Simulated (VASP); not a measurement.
# Ga (Cmce) in VASP: notebook

The runs below take Ga through single point, with r2SCAN.

Program: VASP 6.6.1. These are calculated values, not measurements. Logs are shortened: lines on timing, memory, paths and dates and some standing lists are left out, and cuts for length are marked.

**1. The cell of the first run**

The structure is orthorhombic, space group Cmce (No. 64). The conventional cell has a = 4.464 Å, b = 7.586 Å, c = 4.535 Å, α = 90.00°, β = 90.00°, γ = 90.00°. Ga (site symmetry m) has 7 Ga at 2.49 to 2.76 Å within 3.3 Å.

**2. Single point, r2SCAN**

The input, POSCAR:

```
Ga
1.0
    2.2318501700     -3.7932285796      0.0000000000
    2.2318501700      3.7932285796      0.0000000000
    0.0000000000      0.0000000000      4.5346411306
Ga
4
Direct
    0.8442341977      0.1557658023      0.0855794111
    0.6557658023      0.3442341977      0.5855794111
    0.1557658023      0.8442341977      0.9144205889
    0.3442341977      0.6557658023      0.4144205889
```

The input, INCAR.step1:

```
ALGO = Normal
EDIFF = 1E-4
ENCUT = 520
GGA = PE
ISMEAR = 0
LASPH = True
LCHARG = False
LREAL = False
LWAVE = True
NBANDS = 34
NELM = 60
PREC = Accurate
SIGMA = 0.6
```

The input, INCAR.step2:

```
ALGO = Normal
EDIFF = 1E-6
ENCUT = 520
ISIF = 2
ISMEAR = 0
ISTART = 1
LASPH = True
LCHARG = True
LELF = True
LMIXTAU = True
LREAL = False
LVHAR = True
LWAVE = False
METAGGA = R2SCAN
NBANDS = 34
NELM = 60
PREC = Accurate
SIGMA = 0.6
```

The input, KPOINTS:

```
k-points
0
Gamma
  8 8 7
```

Potentials or basis: VASP PAW PBE potentials, release 64 (Ga_d).

Command:

```sh
cat potpaw_PBE.64/Ga_d/POTCAR > POTCAR
cp INCAR.step1 INCAR
mpirun -np 1 vasp_std > vasp.out
cp INCAR.step2 INCAR
mpirun -np 1 vasp_std > vasp.out
```

OUTCAR:

```text
EDIFF = 1E-6
   ENCUT = 520
   ISIF = 2
   ISMEAR = 0
   ISTART = 1
   LASPH = True
   LREAL = False
   METAGGA = R2SCAN
   NELM = 60
   PREC = Accurate

 ion  position               nearest neighbor table
   1  0.844  0.156  0.086-   3 2.49   2 2.68   2 2.68   4 2.68   4 2.68   3 2.76   3 2.76
   2  0.656  0.344  0.586-   4 2.49   1 2.68   1 2.68   3 2.68   3 2.68   4 2.76   4 2.76
   3  0.156  0.844  0.914-   1 2.49   4 2.68   4 2.68   2 2.68   2 2.68   1 2.76   1 2.76
   4  0.344  0.656  0.414-   2 2.49   3 2.68   3 2.68   1 2.68   1 2.68   2 2.76   2 2.76

  LATTYP: Found a base centered orthorhombic cell.
 ALAT       =     4.4637003400
 B/A-ratio  =     1.6995892603
 C/A-ratio  =     1.0158928210

  Lattice vectors:

 A1 = (   2.2318501700,  -3.7932285796,   0.0000000000)
 A2 = (   2.2318501700,   3.7932285796,   0.0000000000)
 A3 = (   0.0000000000,   0.0000000000,   4.5346411306)

Analysis of symmetry for initial positions (statically):
=====================================================================
 Subroutine PRICEL returns:
 Original cell was already a primitive cell.

 Routine SETGRP: Setting up the symmetry group for a
 base centered orthorhombic supercell.

 Subroutine GETGRP returns: Found  8 space group operations
 (whereof  4 operations were pure point group operations)
 out of a pool of  8 trial point group operations.

The static configuration has the point symmetry C_2h.
 The point group associated with its full space group is D_2h.

Analysis of symmetry for dynamics (positions and initial velocities):
=====================================================================
 Subroutine PRICEL returns:
 Original cell was already a primitive cell.

 Routine SETGRP: Setting up the symmetry group for a
 base centered orthorhombic supercell.

 Subroutine GETGRP returns: Found  8 space group operations
 (whereof  4 operations were pure point group operations)
 out of a pool of  8 trial point group operations.

The dynamic configuration has the point symmetry C_2h.
 The point group associated with its full space group is D_2h.

 Subroutine INISYM returns: Found  8 space group operations
 (whereof  4 operations are pure point group operations),
 and found     1 'primitive' translations

----------------------------------------------------------------------------------------

                                     Primitive cell

  volume of cell :      76.7798

  direct lattice vectors                    reciprocal lattice vectors
     2.231850170 -3.793228580  0.000000000     0.224029376 -0.131813833  0.000000000
     2.231850170  3.793228580  0.000000000     0.224029376  0.131813833  0.000000000
     0.000000000  0.000000000  4.534641131     0.000000000  0.000000000  0.220524617

  length of vectors
     4.401106479  4.401106479  4.534641131     0.259930852  0.259930852  0.220524617

  position of ions in fractional coordinates (direct lattice)
     0.844234198  0.155765802  0.085579411
     0.655765802  0.344234198  0.585579411
     0.155765802  0.844234198  0.914420589
     0.344234198  0.655765802  0.414420589

  ion indices of the primitive-cell ions
   primitive index   ion index
                 1           1
                 2           2
                 3           3
                 4           4

----------------------------------------------------------------------------------------

 KPOINTS: k-points

Automatic generation of k-mesh.
 Grid dimensions read from file:
 generate k-points for:    8    8    7

 Generating k-lattice:

  Cartesian coordinates                     Fractional coordinates (reciprocal lattice)
     0.028003672 -0.016476729  0.000000000     0.125000000 -0.000000000  0.000000000
     0.028003672  0.016476729  0.000000000    -0.000000000  0.125000000  0.000000000
     0.000000000  0.000000000  0.031503517     0.000000000  0.000000000  0.142857143

  Length of vectors
     0.032491356  0.032491356  0.031503517

  Shift w.r.t. Gamma in fractional coordinates (k-lattice)
     0.000000000  0.000000000  0.000000000

 Subroutine IBZKPT returns following result:
 ===========================================

 Found     84 irreducible k-points:

 Following reciprocal coordinates:
            Coordinates               Weight
  0.000000  0.000000  0.000000      1.000000
  0.125000  0.000000  0.000000      4.000000
  0.250000  0.000000  0.000000      4.000000
  0.375000 -0.000000  0.000000      4.000000
  0.500000  0.000000  0.000000      2.000000
  0.125000  0.125000  0.000000      2.000000
[... 16 lines left out ...]
  0.125000  0.000000  0.142857      8.000000
  0.250000  0.000000  0.142857      8.000000
 [... further k-points ...]
   k-points           NKPTS =     84   k-points in BZ     NKDIM =     84   number of bands    NBANDS=     34
   number of dos      NEDOS =    301   number of ions     NIONS =      4
   total plane-waves  NPLWV =  46656
   dimension x,y,z NGX =    36 NGY =   36 NGZ =   36
   dimension x,y,z NGXF=    72 NGYF=   72 NGZF=   72
   ions per type =               4
   NGX,Y,Z   is equivalent  to a cutoff of  13.60, 13.60, 13.20 a.u.
   NGXF,Y,Z  is equivalent  to a cutoff of  27.20, 27.20, 26.40 a.u.
 SYSTEM =  unknown system
   PREC   = accura    normal or accurate (medium, high low for compatibility)
   ISTART =      1    job   : 0-new  1-cont  2-samecut
   ICHARG =      0    charge: 1-file 2-atom 10-const
   ISPIN  =      1    spin polarized calculation?
   LNONCOLLINEAR =      F non collinear calculations
   LSORBIT =      F    spin-orbit coupling
   LASPH  =      T    aspherical Exc in radial PAW
   ENCUT  =  520.0 eV  38.22 Ry    6.18 a.u.   8.18  8.18  8.43*2*pi/ulx,y,z
   NELM   =     60;   NELMIN=  2; NELMDL=  0     # of ELM steps
   EDIFF  = 0.1E-05   stopping-criterion for ELM
   LREAL  =      F    real-space projection
   EDIFFG = 0.1E-04   stopping-criterion for IOM
   NSW    =      0    number of steps for IOM
   IBRION =     -1    ionic relax: 0-MD 1-quasi-New 2-CG
   NFREE  =      0    steps in history (QN), initial steepest desc. (CG)
   ISIF   =      2    stress and relaxation
   ISYM   =      2    0-nonsym 1-usesym 2-fastsym
   POTIM  = 0.5000    time-step for ionic-motion
   TEBEG  =    0.0;   TEEND  =   0.0 temperature during run
   PSTRESS=    0.0 pullay stress
   NELECT =      52.0000    total number of electrons
   NUPDOWN=      -1.0000    fix difference up-down
   EMIN   =  10.00;   EMAX   =-10.00  energy-range for DOS
   EFERMI =   0.00;   METHOD = LEGACY
   ISMEAR =     0;   SIGMA  =   0.60  broadening in eV -4-tet -1-fermi 0-gaus
   EFERMI_NEDOS =   21; number of points for ismear=-14 and -15
   IALGO  =     38    algorithm
   IMIX   =      4    mixing-type and parameters
     AMIX     =   0.40;   BMIX     =  1.00
     AMIX_MAG =   1.60;   BMIX_MAG =  1.00
  volume/ion in A,a.u.               =      19.19       129.53
  Fermi-wavevector in a.u.,A,eV,Ry     =   1.437674  2.716809 28.121954  2.066905
  Thomas-Fermi vector in A             =   2.556725
   LORBIT       =      0    0 simple, 1 ext, 2 COOP (PROOUT), +10 PAW based schemes
   METAGGA = R2SCAN    functional components
   LHFCALC =     F    Hartree Fock is set to
   AEXX    =    0.0000 exact exchange contribution
   IVDW    =     0    specifies the selected vdW correction
   LEPSILON=     F    determine dielectric tensor
   LRPA    =     F    only Hartree local field effects (RPA)
 non-spin polarized calculation
 Gauss-broadening in eV      SIGMA  =   0.60
  energy-cutoff  :      520.00
  volume of cell :       76.78
 maximum number of plane-waves:      2094
 NGX is ok and might be reduce to    36
   NGX = 17   NGY = 17   NGZ = 17

 number of electron      52.0000022 magnetization

 Free energy of the ion-electron system (eV)
  ---------------------------------------------------
  ext. energy  EPLUGINS =         0.00000000
  ---------------------------------------------------
  free energy    TOTEN  =       -45.83771881 eV

  energy without entropy =      -45.67763744  energy(sigma->0) =      -45.75767813

 E-fermi :   5.1333     XC(G=0): -11.7671

 val. band max:        5.1305976920   @ k =   0.2500   0.2500   0.0000
 cond. band min:       5.1921657994   @ k =   0.2500   0.2500   0.0000
 fundamental gap:      0.0615681074
 Fermi energy:         5.1333000875

 k-point     1 :       0.0000    0.0000    0.0000
  band No.  band energies     occupation
      1     -10.6147      2.00000
      2     -10.6023      2.00000
      3     -10.5647      2.00000
      4     -10.5532      2.00000
      5     -10.5359      2.00000
      6     -10.5089      2.00000
[... 26 lines left out ...]
     33      12.2833      0.00000
     34      12.9062      0.00000

 k-point     2 :       0.1250    0.0000    0.0000
  band No.  band energies     occupation
      1     -10.6181      2.00000
      2     -10.5951      2.00000
      3     -10.5708      2.00000
      4     -10.5589      2.00000
      5     -10.5222      2.00000
      6     -10.5046      2.00000
[... 26 lines left out ...]
     33      12.2399      0.00000
     34      13.1857      0.00000

 k-point     3 :       0.2500    0.0000    0.0000
  band No.  band energies     occupation
      1     -10.6198      2.00000
      2     -10.5841      2.00000
      3     -10.5808      2.00000
      4     -10.5651      2.00000
      5     -10.5108      2.00000
      6     -10.4822      2.00000
[... 26 lines left out ...]
     33      11.5937      0.00000
     34      12.7955      0.00000
[... 704 lines left out ...]
 k-point    23 :       0.1250    0.0000    0.1429
  band No.  band energies     occupation
      1     -10.6200      2.00000
      2     -10.5938      2.00000
      3     -10.5700      2.00000
      4     -10.5617      2.00000
      5     -10.5230      2.00000
      6     -10.4960      2.00000
[... 26 lines left out ...]
     33      11.2460      0.00000
     34      12.8581      0.00000

 k-point    24 :       0.2500    0.0000    0.1429
  band No.  band energies     occupation
      1     -10.6209      2.00000
      2     -10.6002      2.00000
      3     -10.5786      2.00000
      4     -10.5509      2.00000
      5     -10.5147      2.00000
      6     -10.4924      2.00000
[... 26 lines left out ...]
     33      11.3865      0.00000
     34      13.7712      0.00000

 [... further k-points ...]
[... 5 lines left out ...]
  --------------------------------------------------------------------------------------
  -------------------------------------------------------------------------------------
  Total        0.3778212      0.1144892      0.0084717      0.0000000      0.0000000      0.0000000
  in kB        7.8840606      2.3890667      0.1767805      0.0000000      0.0000000      0.0000000
  external PRESSURE =       3.4833026 kB  Pullay stress =       0.0000000 kB

 VOLUME and BASIS-vectors are now :
 -----------------------------------------------------------------------------
  energy-cutoff  :      520.00
  volume of cell :       76.78
      direct lattice vectors                 reciprocal lattice vectors
     2.231850170 -3.793228580  0.000000000     0.224029376 -0.131813833  0.000000000
     2.231850170  3.793228580  0.000000000     0.224029376  0.131813833  0.000000000
     0.000000000  0.000000000  4.534641131     0.000000000  0.000000000  0.220524617

 POSITION                                       TOTAL-FORCE (eV/Angst)
 -----------------------------------------------------------------------------------
      2.23185     -2.61152      0.38807         0.000000      0.014173      0.014454
      2.23185     -1.18171      2.65539         0.000000     -0.014173      0.014454
      2.23185      2.61152      4.14657         0.000000     -0.014173     -0.014454
      2.23185      1.18171      1.87925         0.000000      0.014173     -0.014454
 -----------------------------------------------------------------------------------
    total drift:                               -0.000000     -0.000000      0.000000

  FREE ENERGIE OF THE ION-ELECTRON SYSTEM (eV)
  ---------------------------------------------------
  free  energy   TOTEN  =       -45.8377188117 eV

  energy  without entropy=      -45.6776374413  energy(sigma->0) =      -45.75767813
```

Wall time 5 min (1 thread of Intel Xeon 6975P-C (Granite Rapids), shared host); peak memory 0.31 GiB.

Results:

```yaml
Free_energy: -45.8377 eV
Pressure: 0.3 GPa
Largest_force: 0.020 eV/Å
Band_gap_on_the_k_mesh: zero (bands 26 and 27 overlap by 1.05 eV)
```

Forces in eV/Å, atoms in the order of the input:
```
Ga   0.000  0.014  0.014
Ga   0.000 -0.014  0.014
Ga   0.000 -0.014 -0.014
Ga   0.000  0.014 -0.014
```

Stress tensor (GPa, compression positive):
```
0.79 0.00 0.00
0.00 0.24 0.00
0.00 0.00 0.02
```

Levels at points of the mesh, in eV from the Fermi level:
| k point | band 22 | band 23 | band 24 | band 25 | band 26 | band 27 | band 28 | band 29 | band 30 | band 31 |
| --- | --- | --- | --- | --- | --- | --- | --- | --- | --- | --- |
| (0.00, 0.00, 0.00) | -4.54 | -4.12 | -1.92 | -1.56 | -0.86 | 0.94 | 1.13 | 1.23 | 5.52 | 5.64 |
| (0.50, 0.00, 0.00) | -9.12 | -3.63 | -3.63 | -1.67 | -1.67 | 0.81 | 0.81 | 4.39 | 4.39 | 5.63 |
| (0.50, 0.50, 0.00) | -7.68 | -4.22 | -3.55 | -1.93 | -1.80 | 1.08 | 1.18 | 3.67 | 3.93 | 4.34 |

Caveat: so wide a smearing shifts energies and pressures; the PAW data sets were made with another functional, which shifts forces and pressure a little.

(Part 1 of 2 ends here.)

The gap in the log of VASP goes by the Fermi energy; the results here count the filled bands.